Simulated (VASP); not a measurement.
# HfN (Fm-3m) in VASP: notebook

HfN is run at these levels: PBE; tasks: single point, relaxation of cell and atoms.

All numbers are computed with VASP 6.6.1; they aren't measurements. Logs are shortened: lines on timing, memory, paths and dates and some standing lists are left out, and cuts for length are marked.

## 1. The cell of the first run

The structure is cubic, space group Fm-3m (No. 225). The conventional cell has a = 4.547 Å, b = 4.547 Å, c = 4.547 Å, α = 90.00°, β = 90.00°, γ = 90.00°. Within 3.0 Å of Hf (site symmetry m-3m) lie 6 N at 2.27 Å. Within 3.0 Å of N (site symmetry m-3m) lie 6 Hf at 2.27 Å.

## 2. Single point, PBE

INCAR reads:

```
PREC = Accurate ; ENCUT = 600
EDIFF = 1E-6 ; ISMEAR = 0
SIGMA = 0.1 ; LREAL = False
LASPH = True ; NELM = 120
ALGO = Normal ; ISIF = 2
LWAVE = False ; LCHARG = False
GGA = PE ; NBANDS = 14
GGA_COMPAT = False
```

KPOINTS reads:

```
regular mesh
0
Gamma
  6 6 6
```

POSCAR reads:

```
HfN
1.0
    0.0000000000      2.2735880640      2.2735880640
    2.2735880640      0.0000000000      2.2735880640
    2.2735880640      2.2735880640      0.0000000000
Hf N
1 1
Direct
    0.0000000000      0.0000000000      0.0000000000
    0.5000000000      0.5000000000      0.5000000000
```

Potentials or basis: VASP PAW PBE potentials, release 64 (Hf_pv, N).

On the command line:

```
cat potpaw_PBE.64/Hf_pv/POTCAR potpaw_PBE.64/N/POTCAR > POTCAR
mpirun -np 1 vasp_std > vasp.out
```

OUTCAR:

```text
PREC = Accurate
   ENCUT = 600
   EDIFF = 1E-6
   ISMEAR = 0
   LREAL = False
   LASPH = True
   NELM = 120
   ISIF = 2
   GGA = PE

 ion  position               nearest neighbor table
   1  0.000  0.000  0.000-   2 2.27   2 2.27   2 2.27   2 2.27   2 2.27   2 2.27
   2  0.500  0.500  0.500-   1 2.27   1 2.27   1 2.27   1 2.27   1 2.27   1 2.27

  LATTYP: Found a face centered cubic cell.
 ALAT       =     4.5471761280

  Lattice vectors:

 A1 = (   0.0000000000,   2.2735880640,   2.2735880640)
 A2 = (   2.2735880640,   0.0000000000,   2.2735880640)
 A3 = (   2.2735880640,   2.2735880640,   0.0000000000)

Analysis of symmetry for initial positions (statically):
=====================================================================
 Subroutine PRICEL returns:
 Original cell was already a primitive cell.

 Routine SETGRP: Setting up the symmetry group for a
 face centered cubic supercell.

 Subroutine GETGRP returns: Found 48 space group operations
 (whereof 48 operations were pure point group operations)
 out of a pool of 48 trial point group operations.

The static configuration has the point symmetry O_h .

Analysis of symmetry for dynamics (positions and initial velocities):
=====================================================================
 Subroutine PRICEL returns:
 Original cell was already a primitive cell.

 Routine SETGRP: Setting up the symmetry group for a
 face centered cubic supercell.

 Subroutine GETGRP returns: Found 48 space group operations
 (whereof 48 operations were pure point group operations)
 out of a pool of 48 trial point group operations.

The dynamic configuration has the point symmetry O_h .

 Subroutine INISYM returns: Found 48 space group operations
 (whereof 48 operations are pure point group operations),
 and found     1 'primitive' translations

----------------------------------------------------------------------------------------

                                     Primitive cell

  volume of cell :      23.5053

  direct lattice vectors                    reciprocal lattice vectors
     0.000000000  2.273588064  2.273588064    -0.219916707  0.219916707  0.219916707
     2.273588064  0.000000000  2.273588064     0.219916707 -0.219916707  0.219916707
     2.273588064  2.273588064  0.000000000     0.219916707  0.219916707 -0.219916707

  length of vectors
     3.215339075  3.215339075  3.215339075     0.380906910  0.380906910  0.380906910

  position of ions in fractional coordinates (direct lattice)
[... 8 lines left out ...]
----------------------------------------------------------------------------------------

 KPOINTS: regular mesh

Automatic generation of k-mesh.
 Grid dimensions read from file:
 generate k-points for:    6    6    6
[... 71 lines left out ...]
   EFERMI_NEDOS =   21; number of points for ismear=-14 and -15
   IALGO  =     38    algorithm
   IMIX   =      4    mixing-type and parameters
     AMIX     =   0.40;   BMIX     =  1.00
     AMIX_MAG =   1.60;   BMIX_MAG =  1.00
  volume/ion in A,a.u.               =      11.75        79.31
  Fermi-wavevector in a.u.,A,eV,Ry     =   1.409452  2.663477 27.028702  1.986554
  Thomas-Fermi vector in A             =   2.531506
   LORBIT       =      0    0 simple, 1 ext, 2 COOP (PROOUT), +10 PAW based schemes
   GGA     = PE    functional components
   LHFCALC =     F    Hartree Fock is set to
   AEXX    =    0.0000 exact exchange contribution
   IVDW    =     0    specifies the selected vdW correction
   LEPSILON=     F    determine dielectric tensor
   LRPA    =     F    only Hartree local field effects (RPA)
 non-spin polarized calculation
 Gauss-broadening in eV      SIGMA  =   0.10
  energy-cutoff  :      600.00
  volume of cell :       23.51
 maximum number of plane-waves:       797
 NGX is ok and might be reduce to    28
   NGX = 13   NGY = 13   NGZ = 13

 number of electron      15.0000000 magnetization

 Free energy of the ion-electron system (eV)
  ---------------------------------------------------
  ext. energy  EPLUGINS =         0.00000000
  ---------------------------------------------------
  free energy    TOTEN  =       -21.79729586 eV

  energy without entropy =      -21.79563122  energy(sigma->0) =      -21.79646354

 E-fermi :   8.3561     XC(G=0): -12.6317

 val. band max:        8.3084120550   @ k =   0.1667   0.0000   0.0000
 cond. band min:       8.6757429508   @ k =   0.1667   0.0000   0.0000
 fundamental gap:      0.3673308958
 Fermi energy:         8.3561043026

 k-point     1 :       0.0000    0.0000    0.0000
  band No.  band energies     occupation
      1     -23.0292      2.00000
      2     -23.0292      2.00000
      3     -23.0292      2.00000
      4      -9.1722      2.00000
      5       5.2225      2.00000
      6       5.2225      2.00000
      7       5.2225      2.00000
      8       7.8719      2.00000
      9       7.8719      2.00000
     10       7.8719      2.00000
     11       9.8321      0.00000
     12      10.1291      0.00000
     13      10.1291      0.00000
     14      17.7301      0.00000
[... 241 lines left out ...]
      1     -23.6564      2.00000
      2     -23.4315      2.00000
      3     -23.3415      2.00000
      4      -7.6574      2.00000
      5       2.6570      2.00000
      6       2.7321      2.00000
      7       3.0343      2.00000
      8       7.4438      2.00000
      9      11.2220      0.00000
     10      13.2465      0.00000
     11      13.5905      0.00000
     12      14.3946      0.00000
     13      17.2370      0.00000
     14      18.9580      0.00000

------------------------ aborting loop because EDIFF is reached ----------------------------------------

  FORCE on cell =-STRESS in cart. coord.  units (eV):
  Direction    XX          YY          ZZ          XY          YZ          ZX
  --------------------------------------------------------------------------------------
  -------------------------------------------------------------------------------------
  Total       -0.3690708     -0.3690708     -0.3690708      0.0000000      0.0000000      0.0000000
  in kB      -25.1567699    -25.1567699    -25.1567699      0.0000000      0.0000000      0.0000000
  external PRESSURE =     -25.1567699 kB  Pullay stress =       0.0000000 kB

 VOLUME and BASIS-vectors are now :
 -----------------------------------------------------------------------------
  energy-cutoff  :      600.00
  volume of cell :       23.51
      direct lattice vectors                 reciprocal lattice vectors
     0.000000000  2.273588064  2.273588064    -0.219916707  0.219916707  0.219916707
     2.273588064  0.000000000  2.273588064     0.219916707 -0.219916707  0.219916707
     2.273588064  2.273588064  0.000000000     0.219916707  0.219916707 -0.219916707

 POSITION                                       TOTAL-FORCE (eV/Angst)
 -----------------------------------------------------------------------------------
      0.00000      0.00000      0.00000         0.000000      0.000000      0.000000
      2.27359      2.27359      2.27359         0.000000      0.000000     -0.000000
 -----------------------------------------------------------------------------------
    total drift:                                0.000000      0.000000      0.000000

  FREE ENERGIE OF THE ION-ELECTRON SYSTEM (eV)
  ---------------------------------------------------
  free  energy   TOTEN  =       -21.7972958568 eV

  energy  without entropy=      -21.7956312222  energy(sigma->0) =      -21.79646354
```

OSZICAR:

```text
N       E                     dE             d eps       ncg     rms          rms(c)
DAV:   1     0.454887018377E+02    0.45489E+02   -0.85614E+03   448   0.113E+03
DAV:   2    -0.223229938118E+02   -0.67812E+02   -0.63267E+02   604   0.261E+02
DAV:   3    -0.248001551619E+02   -0.24772E+01   -0.24633E+01   508   0.418E+01
DAV:   4    -0.248099335845E+02   -0.97784E-02   -0.97727E-02   520   0.300E+00
DAV:   5    -0.248099976674E+02   -0.64083E-04   -0.64081E-04   546   0.222E-01    0.470E+01
DAV:   6    -0.219074384488E+02    0.29026E+01   -0.82938E+00   490   0.228E+01    0.403E+01
DAV:   7    -0.218264063046E+02    0.81032E-01   -0.47150E-01   550   0.613E+00    0.263E+01
DAV:   8    -0.218050717095E+02    0.21335E-01   -0.13126E-01   508   0.319E+00    0.675E+00
DAV:   9    -0.217974591965E+02    0.76125E-02   -0.22135E-02   508   0.123E+00    0.210E+00
DAV:  10    -0.217973232069E+02    0.13599E-03   -0.12874E-03   568   0.348E-01    0.405E-01
DAV:  11    -0.217972986730E+02    0.24534E-04   -0.73438E-05   520   0.851E-02    0.119E-01
DAV:  12    -0.217972961948E+02    0.24783E-05   -0.78168E-06   580   0.237E-02    0.185E-02
DAV:  13    -0.217972958568E+02    0.33802E-06   -0.27042E-07   320   0.551E-03
   1 F= -.21797296E+02 E0= -.21796464E+02  d E =-.166463E-02
```

stdout:

```text
POSCAR found type information on POSCAR HfN
 POSCAR found :  2 types and       2 ions
 scaLAPACK will be used
 LDA part: xc-table for (Slater+PW92), standard interpolation
 POSCAR, INCAR and KPOINTS ok, starting setup
 FFT: planning ... GRIDC
 FFT: planning ... GRID_SOFT
 FFT: planning ... GRID
 WAVECAR not read
 entering main loop
```

Wall time 4.5 s (1 thread of Intel Xeon 6975P-C (Granite Rapids), shared host); peak memory 0.15 GiB.

What came out:

```yaml
Free_energy: -21.7973 eV
Pressure: -2.5 GPa
```

Caveat: the k points lie up to 0.40 Å⁻¹ apart; spin-orbit coupling is left out, which moves the levels of the heavy elements.

## 3. Relaxation of cell and atoms, PBE

This run uses another cell than the first one, of 11.48 Å³/atom, 0.977 times its volume.

INCAR reads:

```
SYSTEM = HfN
PREC     = Accurate       ! precision mode
ENCUT    = 600            ! plane-wave cutoff, eV
EDIFF    = 1E-7           ! SCF threshold, eV
ISMEAR   = 0              ! smearing method
SIGMA    = 0.1            ! smearing width, eV
LREAL    = .False.        ! projectors in reciprocal space
LASPH    = .True.         ! aspherical terms in the spheres
NELM     = 120            ! most SCF steps
ALGO     = Normal         ! electronic algorithm
ISIF     = 3              ! what is computed and relaxed
LWAVE    = .False.        ! write WAVECAR
LCHARG   = .False.        ! write CHGCAR
GGA      = PE             ! functional
IBRION   = 2              ! ionic algorithm
NSW      = 60             ! ionic steps
EDIFFG   = -0.04          ! ionic threshold
GGA_COMPAT= .False.      
NELMIN   = 4
```

KPOINTS reads:

```
regular mesh
0
Gamma
  6 6 6
  0 0 0
```

POSCAR reads:

```
HfN
1.0
    0.0000000000      2.2558600900      2.2558600900
    2.2558600900      0.0000000000      2.2558600900
    2.2558600900      2.2558600900      0.0000000000
Hf N
1 1
Direct
    0.0000000000      0.0000000000      0.0000000000
    0.5000000000      0.5000000000      0.5000000000
```

Potentials or basis: VASP PAW PBE potentials, release 64 (Hf_pv, N).

On the command line:

```
cat potpaw_PBE.64/Hf_pv/POTCAR potpaw_PBE.64/N/POTCAR > POTCAR
mpirun -np 1 vasp_std > vasp.out
```

OUTCAR:

```text
SYSTEM = HfN
   PREC = Accurate
   ENCUT = 600
   EDIFF = 1E-7
   ISMEAR = 0
   LREAL = .False.
   LASPH = .True.
   NELM = 120
   ISIF = 3
   GGA = PE
   IBRION = 2
   NSW = 60
   EDIFFG = -0.04
   NELMIN = 4

 ion  position               nearest neighbor table
   1  0.000  0.000  0.000-   2 2.26   2 2.26   2 2.26   2 2.26   2 2.26   2 2.26
   2  0.500  0.500  0.500-   1 2.26   1 2.26   1 2.26   1 2.26   1 2.26   1 2.26

  LATTYP: Found a face centered cubic cell.
 ALAT       =     4.5117201800

  Lattice vectors:

 A1 = (   0.0000000000,   2.2558600900,   2.2558600900)
 A2 = (   2.2558600900,   0.0000000000,   2.2558600900)
 A3 = (   2.2558600900,   2.2558600900,   0.0000000000)

Analysis of symmetry for initial positions (statically):
=====================================================================
 Subroutine PRICEL returns:
 Original cell was already a primitive cell.

 Routine SETGRP: Setting up the symmetry group for a
 face centered cubic supercell.

 Subroutine GETGRP returns: Found 48 space group operations
 (whereof 48 operations were pure point group operations)
[... 148 lines left out ...]

 number of electron      15.0000002 magnetization

 Free energy of the ion-electron system (eV)
  ---------------------------------------------------
  ext. energy  EPLUGINS =         0.00000000
  ---------------------------------------------------
  free energy    TOTEN  =       -21.79433704 eV

  energy without entropy =      -21.79267238  energy(sigma->0) =      -21.79350471

------------------------ aborting loop because EDIFF is reached ----------------------------------------

  FORCE on cell =-STRESS in cart. coord.  units (eV):
  Direction    XX          YY          ZZ          XY          YZ          ZX
  --------------------------------------------------------------------------------------
  -------------------------------------------------------------------------------------
  Total        0.5644505      0.5644505      0.5644505      0.0000000      0.0000000     -0.0000000
  in kB       39.3885497     39.3885497     39.3885497      0.0000000      0.0000000     -0.0000000
  external PRESSURE =      39.3885497 kB  Pullay stress =       0.0000000 kB
[... 59 lines left out ...]
--------------------------------------- Ionic step        3  -------------------------------------------

 number of electron      15.0000001 magnetization

 Free energy of the ion-electron system (eV)
  ---------------------------------------------------
  ext. energy  EPLUGINS =         0.00000000
  ---------------------------------------------------
  free energy    TOTEN  =       -21.79827642 eV

  energy without entropy =      -21.79661177  energy(sigma->0) =      -21.79744410

 E-fermi :   8.4437     XC(G=0): -12.6803

 val. band max:        8.3959916384   @ k =   0.1667   0.0000   0.0000
 cond. band min:       8.7627379157   @ k =   0.1667   0.0000   0.0000
 fundamental gap:      0.3667462773
 Fermi energy:         8.4436838323

 k-point     1 :       0.0000    0.0000    0.0000
  band No.  band energies     occupation
      1     -22.9102      2.00000
      2     -22.9102      2.00000
      3     -22.9102      2.00000
      4      -9.1451      2.00000
      5       5.2936      2.00000
      6       5.2936      2.00000
      7       5.2936      2.00000
      8       7.9496      2.00000
      9       7.9496      2.00000
     10       7.9496      2.00000
     11      10.0020      0.00000
[... 237 lines left out ...]
  FREE ENERGIE OF THE ION-ELECTRON SYSTEM (eV)
  ---------------------------------------------------
  free  energy   TOTEN  =       -21.7982764156 eV

  energy  without entropy=      -21.7966117745  energy(sigma->0) =      -21.79744410

 reached required accuracy - stopping structural energy minimisation
```

OSZICAR:

```text
N       E                     dE             d eps       ncg     rms          rms(c)
DAV:   1     0.481049575593E+02    0.48105E+02   -0.88674E+03   352   0.144E+03
DAV:   2    -0.220802856461E+02   -0.70185E+02   -0.66366E+02   462   0.283E+02
DAV:   3    -0.247779721600E+02   -0.26977E+01   -0.26688E+01   479   0.485E+01
[... 26 lines left out ...]
DAV:   4    -0.217982892493E+02    0.27434E-03   -0.97485E-04   442   0.322E-01    0.577E-01
DAV:   5    -0.217982775028E+02    0.11747E-04   -0.99519E-05   414   0.828E-02    0.667E-02
DAV:   6    -0.217982769460E+02    0.55675E-06   -0.15859E-05   438   0.363E-02    0.129E-02
DAV:   7    -0.217982764509E+02    0.49517E-06   -0.67510E-07   395   0.874E-03    0.644E-03
DAV:   8    -0.217982764156E+02    0.35295E-07   -0.94251E-08   206   0.245E-03
   3 F= -.21798276E+02 E0= -.21797444E+02  d E =-.393938E-02
```

CONTCAR:

```text
HfN
   1.00000000000000
    -0.0000000000000000    2.2665478384826088    2.2665478384826088
     2.2665478384826088    0.0000000000000000    2.2665478384826088
     2.2665478384826088    2.2665478384826088    0.0000000000000000
  Hf              N
     1     1
Direct
     0.0000000000000000    0.0000000000000000    0.0000000000000000
     0.5000000000000000    0.5000000000000000    0.5000000000000000

  0.00000000E+00  0.00000000E+00  0.00000000E+00
  0.00000000E+00  0.00000000E+00  0.00000000E+00
```

Run time: 9.5 s. Hardware: 1 thread of Intel Xeon 6975P-C (Granite Rapids), shared host; peak memory 0.16 GiB.

What came out:

- Free energy: -21.7983 eV
- Relaxed volume: 11.64 Å³/atom
- Relaxed cell: a = 3.205 Å, b = 3.205 Å, c = 3.205 Å, α = 60.00°, β = 60.00°, γ = 60.00°
- Space group after relaxing (to 0.05 Å): Fm-3m (No. 225)
- Energy gained by relaxing: 2.0 meV/atom
- Ionic steps: 3
- Pressure after relaxing: 0.0 GPa

The path:
```csv
step,energy change (eV),largest force (eV/Å),pressure (GPa),volume (Å³)
1,0.0000,0.0000,3.94,22.96
2,0.0096,0.0000,-6.77,23.91
3,-0.0039,0.0000,-0.02,23.29
```

Final structure:
```xyz
2
Lattice="0.0000 2.2665 2.2665 2.2665 0.0000 2.2665 2.2665 2.2665 0.0000" Properties=species:S:1:pos:R:3 pbc="T T T"
Hf    0.0000    0.0000    0.0000
N     2.2665    2.2665    2.2665
```

Caveat: the k points lie up to 0.40 Å⁻¹ apart in the final cell; spin-orbit coupling is left out, which moves the levels of the heavy elements.
